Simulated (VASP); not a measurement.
# CsVBr3 (P6_3/mmc) in VASP: further runs

CsVBr3 is run at these levels: LDA+U; tasks: single point.

Program: VASP 6.6.1. These are calculated values, not measurements. Logs are shortened: lines on timing, memory, paths and dates and some standing lists are left out, and cuts for length are marked.

### Step 1. The cell of the first run

It takes space group P6_3/mmc (No. 194, hexagonal). Conventional cell: a = 7.570 Å, b = 7.570 Å, c = 6.320 Å, α = 90.00°, β = 90.00°, γ = 120.00°. Within 5.0 Å of Cs (site symmetry -6m2) lie 12 Br at 3.79 to 3.89 Å and 6 V at 4.65 Å. V (site symmetry -3m) has 6 Br at 2.63 Å and 2 V at 3.16 Å within 3.5 Å. Br (site symmetry mm2) has 2 V at 2.63 Å within 3.5 Å.

### Step 2. Single point, LDA+U, collinear spin, antiferromagnetic start

INCAR

```
PREC = Accurate ; ENCUT = 520
EDIFF = 1E-6 ; ISMEAR = 0
SIGMA = 0.05 ; LREAL = F
LASPH = T ; NELM = 150
ALGO = Normal ; ISIF = 2
LWAVE = F ; LCHARG = F
ISPIN = 2 ; MAGMOM = 0 0 3 -3 0 0 0 0 0 0
LORBIT = 11 ; LMAXMIX = 4
LDAU = T ; LDAUTYPE = 2
LDAUL = -1 2 -1 ; LDAUU = 0 4 0
LDAUJ = 0 0 0 ; LDAUPRINT = 1
GGA = CA ; NBANDS = 58
```

KPOINTS

```
regular mesh
0
Gamma
  3 3 3
```

POSCAR

```
CsVBr3
1.0
    7.5699989100      0.0000000000      0.0000000000
   -3.7849994500      6.5558113600      0.0000000000
    0.0000000000      0.0000000000      6.3199999200
Cs V Br
2 2 6
Direct
    0.3333333333      0.6666666667      0.7500000000
    0.6666666667      0.3333333333      0.2500000000
    0.0000000000      0.0000000000      0.0000000000
    0.0000000000      0.0000000000      0.5000000000
    0.1600000000      0.3200000000      0.2500000000
    0.8400000000      0.1600000000      0.7500000000
    0.6800000000      0.8400000000      0.2500000000
    0.8400000000      0.6800000000      0.7500000000
    0.1600000000      0.8400000000      0.2500000000
    0.3200000000      0.1600000000      0.7500000000
```

Potentials or basis: VASP PAW LDA potentials, release 64 (Cs_sv, V_sv, Br).

On the command line:

```bash
> cat potpaw_LDA.64/Cs_sv/POTCAR potpaw_LDA.64/V_sv/POTCAR potpaw_LDA.64/Br/POTCAR > POTCAR
> mpirun -np 1 vasp_std > vasp.out
```

OUTCAR:

```text
PREC = Accurate
   ENCUT = 520
   EDIFF = 1E-6
   ISMEAR = 0
   LREAL = F
   LASPH = T
   NELM = 150
   ISIF = 2
   ISPIN = 2
   LORBIT = 11
   GGA = CA

 ion  position               nearest neighbor table
   1  0.333  0.667  0.750-
   2  0.667  0.333  0.250-
   3  0.000  0.000  0.000-   6 2.63   9 2.63   8 2.63   5 2.63   7 2.63  10 2.63
   4  0.000  0.000  0.500-   6 2.63   9 2.63   8 2.63   5 2.63   7 2.63  10 2.63
   5  0.160  0.320  0.250-   3 2.63   4 2.63
   6  0.840  0.160  0.750-   3 2.63   4 2.63
   7  0.680  0.840  0.250-   3 2.63   4 2.63
   8  0.840  0.680  0.750-   3 2.63   4 2.63
   9  0.160  0.840  0.250-   3 2.63   4 2.63
  10  0.320  0.160  0.750-   3 2.63   4 2.63

  LATTYP: Found a hexagonal cell.
 ALAT       =     7.5699989100
 C/A-ratio  =     0.8348746143

  Lattice vectors:

 A1 = (   7.5699989100,   0.0000000000,   0.0000000000)
 A2 = (  -3.7849994500,   6.5558113600,   0.0000000000)
 A3 = (   0.0000000000,   0.0000000000,   6.3199999200)

Analysis of symmetry for initial positions (statically):
=====================================================================
 Subroutine PRICEL returns:
 Original cell was already a primitive cell.

 Routine SETGRP: Setting up the symmetry group for a
 hexagonal supercell.

 Subroutine GETGRP returns: Found 24 space group operations
 (whereof 12 operations were pure point group operations)
 out of a pool of 24 trial point group operations.

The static configuration has the point symmetry D_3d.
 The point group associated with its full space group is D_6h.

Analysis of symmetry for dynamics (positions and initial velocities):
=====================================================================
 Subroutine PRICEL returns:
 Original cell was already a primitive cell.

 Routine SETGRP: Setting up the symmetry group for a
 hexagonal supercell.

 Subroutine GETGRP returns: Found 24 space group operations
 (whereof 12 operations were pure point group operations)
 out of a pool of 24 trial point group operations.

The dynamic configuration has the point symmetry D_3d.
 The point group associated with its full space group is D_6h.

Analysis of structural, dynamic, and magnetic symmetry:
=====================================================================
 Subroutine PRICEL returns:
 Original cell was already a primitive cell.

 Routine SETGRP: Setting up the symmetry group for a
 hexagonal supercell.

 Subroutine GETGRP returns: Found 24 space group operations
 (whereof 12 operations were pure point group operations)
 out of a pool of 24 trial point group operations.

The overall configuration has the point symmetry D_3d.
 The point group associated with its full space group is D_6h.

 Subroutine INISYM returns: Found 24 space group operations
 (whereof 12 operations are pure point group operations),
 and found     1 'primitive' translations

----------------------------------------------------------------------------------------

                                     Primitive cell

  volume of cell :     313.6457

  direct lattice vectors                    reciprocal lattice vectors
     7.569998910  0.000000000  0.000000000     0.132100415  0.076268210  0.000000000
    -3.784999450  6.555811360  0.000000000     0.000000000  0.152536421  0.000000000
     0.000000000  0.000000000  6.319999920     0.000000000  0.000000000  0.158227850

  length of vectors
     7.569998910  7.569998905  6.319999920     0.152536421  0.152536421  0.158227850

  position of ions in fractional coordinates (direct lattice)
     0.333333333  0.666666667  0.750000000
[... 150 lines left out ...]
  o =  0.8811  v =  0.6982  0.2985 -0.0000  0.4988  0.4179  0.0000  0.0000  0.0000  0.0000  0.0000      0.0000  0.0000  0.0000  0.0000  0.0000  0.0000  0.0000  0.0000  0.0000  0.0000

atom =   4  type =  2  l = 2

 onsite density matrix

spin component  1

  0.0373 -0.0000 -0.0000  0.0323 -0.0000
 -0.0000  0.0639 -0.0000  0.0000  0.0323
 -0.0000 -0.0000  0.0299 -0.0000 -0.0000
  0.0323  0.0000 -0.0000  0.0639  0.0000
 -0.0000  0.0323 -0.0000  0.0000  0.0373

spin component  2

  0.6258  0.0000 -0.0000 -0.3574 -0.0000
  0.0000  0.3809  0.0000  0.0000 -0.3574
 -0.0000  0.0000  0.8485  0.0000 -0.0000
 -0.3574  0.0000  0.0000  0.3809 -0.0000
 -0.0000 -0.3574 -0.0000 -0.0000  0.6258

 occupancies and eigenvectors

  o =  0.0156  v =  0.4267  0.4774  0.0000 -0.2858 -0.7130  0.0000  0.0000  0.0000  0.0000  0.0000      0.0000  0.0000  0.0000  0.0000  0.0000  0.0000  0.0000  0.0000  0.0000  0.0000
  o =  0.0156  v =  0.7130 -0.2858  0.0000 -0.4774  0.4267  0.0000  0.0000  0.0000  0.0000  0.0000      0.0000  0.0000  0.0000  0.0000  0.0000  0.0000  0.0000  0.0000  0.0000  0.0000
  o =  0.0299  v =  0.0000 -0.0000 -1.0000 -0.0000  0.0000  0.0000  0.0000  0.0000  0.0000  0.0000      0.0000  0.0000  0.0000  0.0000  0.0000  0.0000  0.0000  0.0000  0.0000  0.0000
  o =  0.0855  v =  0.2858 -0.7129 -0.0000  0.4267 -0.4774  0.0000  0.0000  0.0000  0.0000  0.0000      0.0000  0.0000  0.0000  0.0000  0.0000  0.0000  0.0000  0.0000  0.0000  0.0000
  o =  0.0855  v = -0.4774 -0.4267  0.0000 -0.7129 -0.2858  0.0000  0.0000  0.0000  0.0000  0.0000      0.0000  0.0000  0.0000  0.0000  0.0000  0.0000  0.0000  0.0000  0.0000  0.0000
  o =  0.1256  v =  0.0000  0.0000  0.0000  0.0000  0.0000  0.2985 -0.6982  0.0000  0.4179 -0.4988      0.0000  0.0000  0.0000  0.0000  0.0000  0.0000  0.0000  0.0000  0.0000  0.0000
  o =  0.1256  v =  0.0000  0.0000  0.0000  0.0000  0.0000 -0.4988 -0.4179 -0.0000 -0.6982 -0.2985      0.0000  0.0000  0.0000  0.0000  0.0000  0.0000  0.0000  0.0000  0.0000  0.0000
  o =  0.8485  v =  0.0000  0.0000  0.0000  0.0000  0.0000 -0.0000  0.0000 -1.0000  0.0000 -0.0000      0.0000  0.0000  0.0000  0.0000  0.0000  0.0000  0.0000  0.0000  0.0000  0.0000
  o =  0.8811  v =  0.0000  0.0000  0.0000  0.0000  0.0000  0.4179  0.4988 -0.0000 -0.2985 -0.6982      0.0000  0.0000  0.0000  0.0000  0.0000  0.0000  0.0000  0.0000  0.0000  0.0000
  o =  0.8811  v =  0.0000  0.0000  0.0000  0.0000  0.0000  0.6982 -0.2985 -0.0000 -0.4988  0.4179      0.0000  0.0000  0.0000  0.0000  0.0000  0.0000  0.0000  0.0000  0.0000  0.0000

 number of electron      85.9999993 magnetization      -0.0000000

 Free energy of the ion-electron system (eV)
  ---------------------------------------------------
  ext. energy  EPLUGINS =         0.00000000
  ---------------------------------------------------
  free energy    TOTEN  =       -43.01827948 eV

  energy without entropy =      -43.01827948  energy(sigma->0) =      -43.01827948

 E-fermi :   1.7766     XC(G=0):  -8.8680

 val. band max:        1.5023563621   @ k =   0.3333   0.3333   0.3333
 cond. band min:       4.8433372420   @ k =   0.3333   0.0000   0.3333
 fundamental gap:      3.3409808799
 Fermi energy:         1.7766095421

 spin component 1

 k-point     1 :       0.0000    0.0000    0.0000
  band No.  band energies     occupation
      1     -61.4367      1.00000
      2     -59.0275      1.00000
      3     -35.7642      1.00000
      4     -35.7227      1.00000
      5     -35.7227      1.00000
      6     -33.4326      1.00000
[... 337 lines left out ...]
     54       7.4076      0.00000
     55       7.7047      0.00000
 Fermi energy:         1.7766095421

 spin component 2

 k-point     1 :       0.0000    0.0000    0.0000
  band No.  band energies     occupation
      1     -61.4367      1.00000
      2     -59.0275      1.00000
      3     -35.7642      1.00000
      4     -35.7227      1.00000
      5     -35.7227      1.00000
      6     -33.4326      1.00000
[... 337 lines left out ...]
     54       7.4076      0.00000
     55       7.7047      0.00000
 [bands above 55 left out]

------------------------ aborting loop because EDIFF is reached ----------------------------------------

  FORCE on cell =-STRESS in cart. coord.  units (eV):
  Direction    XX          YY          ZZ          XY          YZ          ZX
  --------------------------------------------------------------------------------------
  -------------------------------------------------------------------------------------
  Total       -2.2803136     -2.2803136     -2.1471590     -0.0000000      0.0000000      0.0000000
  in kB      -11.6483880    -11.6483880    -10.9682023     -0.0000000      0.0000000      0.0000000
  external PRESSURE =     -11.4216594 kB  Pullay stress =       0.0000000 kB

 VOLUME and BASIS-vectors are now :
 -----------------------------------------------------------------------------
  energy-cutoff  :      520.00
  volume of cell :      313.65
      direct lattice vectors                 reciprocal lattice vectors
     7.569998910  0.000000000  0.000000000     0.132100415  0.076268210  0.000000000
    -3.784999450  6.555811360  0.000000000     0.000000000  0.152536421  0.000000000
     0.000000000  0.000000000  6.319999920     0.000000000  0.000000000  0.158227850

 POSITION                                       TOTAL-FORCE (eV/Angst)
 -----------------------------------------------------------------------------------
      0.00000      4.37054      4.74000        -0.000000      0.000000     -0.000000
      3.78500      2.18527      1.58000        -0.000000     -0.000000      0.000000
      0.00000      0.00000      0.00000        -0.000000      0.000000      0.000000
      0.00000      0.00000      3.16000        -0.000000      0.000000      0.000000
      0.00000      2.09786      1.58000         0.000000      0.062265     -0.000000
      5.75320      1.04893      4.74000        -0.053923      0.031132      0.000000
      1.96820      5.50688      1.58000        -0.053923     -0.031132     -0.000000
      3.78500      4.45795      4.74000        -0.000000     -0.062265      0.000000
     -1.96820      5.50688      1.58000         0.053923     -0.031132     -0.000000
      1.81680      1.04893      4.74000         0.053923      0.031132      0.000000
 -----------------------------------------------------------------------------------
    total drift:                               -0.000000      0.000000      0.000000

  FREE ENERGIE OF THE ION-ELECTRON SYSTEM (eV)
  ---------------------------------------------------
  free  energy   TOTEN  =       -43.0182794835 eV

  energy  without entropy=      -43.0182794835  energy(sigma->0) =      -43.01827948

 total charge

# of ion       s       p       d       tot
------------------------------------------
    1        1.826   4.682   0.025   6.533
    2        1.826   4.682   0.025   6.533
    3        2.167   6.114   3.073  11.354
    4        2.167   6.114   3.073  11.354
    5        1.606   3.276   0.015   4.896
    6        1.606   3.276   0.015   4.896
    7        1.606   3.276   0.015   4.896
    8        1.606   3.276   0.015   4.896
    9        1.606   3.276   0.015   4.896
   10        1.606   3.276   0.015   4.896
--------------------------------------------------
tot         17.621  41.244   6.284  65.148

 magnetization (x)

# of ion       s       p       d       tot
------------------------------------------
    1        0.000   0.000   0.000   0.000
    2        0.000   0.000   0.000   0.000
    3        0.017   0.014   2.618   2.649
    4       -0.017  -0.014  -2.618  -2.649
    5        0.000   0.000   0.000   0.000
    6        0.000   0.000   0.000   0.000
    7        0.000   0.000   0.000   0.000
    8        0.000   0.000   0.000   0.000
    9        0.000   0.000   0.000   0.000
   10        0.000   0.000   0.000   0.000
--------------------------------------------------
tot          0.000   0.000   0.000   0.000
```

Wall time 3.1 min (1 thread of Intel Xeon Platinum 8559C (Emerald Rapids), shared host); peak memory 0.42 GiB.

What came out:

```
Free energy                                           : -43.0183 eV
Pressure                                              : -1.1 GPa
Largest force                                         : 0.062 eV/Å
Band gap on the k mesh                                : 3.34 eV, indirect (least direct gap 3.38 eV)
Net moment                                            : 0.00 μB per cell
Site moments                                          : Cs +0.00; V +2.65, -2.65; Br +0.00 μB
Valence electrons inside the program's atomic spheres : Cs 6.53; V 11.35; Br 4.90
```

Forces in eV/Å, atoms in the order of the input:
```
Cs   0.000  0.000  0.000
Cs   0.000  0.000  0.000
V    0.000  0.000  0.000
V    0.000  0.000  0.000
Br   0.000  0.062  0.000
Br  -0.054  0.031  0.000
Br  -0.054 -0.031  0.000
Br   0.000 -0.062  0.000
Br   0.054 -0.031  0.000
Br   0.054  0.031  0.000
```

Eigenvalues of the final occupation matrices:
```tsv
site	spin	trace	eigenvalues
site 3 d	1	2.86	0.13 0.13 0.85 0.88 0.88
site 3 d	2	0.23	0.02 0.02 0.03 0.09 0.09
site 4 d	1	0.23	0.02 0.02 0.03 0.09 0.09
site 4 d	2	2.86	0.13 0.13 0.85 0.88 0.88
```

Caveat: spin-orbit coupling is left out, which moves the levels of the heavy elements. A k mesh can miss the band edges.

### Step 3. Single point, LDA+U, collinear spin, antiferromagnetic start

INCAR

```
ALGO = Normal ; EDIFF = 1E-7
ENCUT = 520 ; ISIF = 2
ISMEAR = 0 ; ISPIN = 2
LASPH = T ; LCHARG = F
LDAU = T ; LDAUJ = 0 0 0
LDAUL = -1 2 -1 ; LDAUPRINT = 1
LDAUTYPE = 2 ; LDAUU = 0 4 0
LMAXMIX = 4 ; LORBIT = 11
LREAL = F ; LWAVE = F
MAGMOM = 0 0 2.8 -2.8 0 0 0 0 0 0 ; NBANDS = 58
NELM = 150 ; PREC = Accurate
SIGMA = 0.05
```

KPOINTS

```
k-points
0
Gamma
  3 3 3
```

POSCAR is that of step 2.

Potentials or basis: VASP PAW LDA potentials, release 64 (Cs_sv, V_sv, Br).

On the command line:

```bash
> cat potpaw_LDA.64/Cs_sv/POTCAR potpaw_LDA.64/V_sv/POTCAR potpaw_LDA.64/Br/POTCAR > POTCAR
> mpirun -np 1 vasp_std > vasp.out
```

Run time: 7.9 min. Hardware: 1 thread of AMD EPYC 7R13, shared host; peak memory 0.4 GiB.

Results (log left out):

* Free energy: -43.0183 eV
* Pressure: -1.1 GPa
* Largest force: 0.062 eV/Å
* Band gap on the k mesh: 3.34 eV, indirect (least direct gap 3.38 eV)
* Net moment: 0.00 μB per cell
* Site moments: Cs +0.00; V +2.65, -2.65; Br +0.00 μB
* Valence electrons inside the program's atomic spheres: Cs 6.53; V 11.35; Br 4.90

Forces on the atoms (eV/Å):
```
Cs   0.000  0.000  0.000
Cs   0.000  0.000  0.000
V    0.000  0.000  0.000
V    0.000  0.000  0.000
Br   0.000  0.062  0.000
Br  -0.054  0.031  0.000
Br  -0.054 -0.031  0.000
Br   0.000 -0.062  0.000
Br   0.054 -0.031  0.000
Br   0.054  0.031  0.000
```

Levels at points of the mesh, in eV from the valence-band top:
Spin up:
```csv
k point,band 41,band 42,band 43,band 44,band 45,band 46
"(0.00, 0.00, 0.00)",-0.45,-0.13,-0.13,3.40,3.44,3.44
```
Spin down:
```csv
k point,band 40,band 41,band 42,band 43,band 44,band 45,band 46,band 47
"(0.00, 0.00, 0.00)",-0.97,-0.45,-0.13,-0.13,3.40,3.44,3.44,4.18
```

Eigenvalues of the final occupation matrices:
```csv
site,spin,trace,eigenvalues
site 3 d,1,2.86,0.13 0.13 0.85 0.88 0.88
site 3 d,2,0.23,0.02 0.02 0.03 0.09 0.09
site 4 d,1,0.23,0.02 0.02 0.03 0.09 0.09
site 4 d,2,2.86,0.13 0.13 0.85 0.88 0.88
```

Caveat: spin-orbit coupling is left out, which moves the levels of the heavy elements.
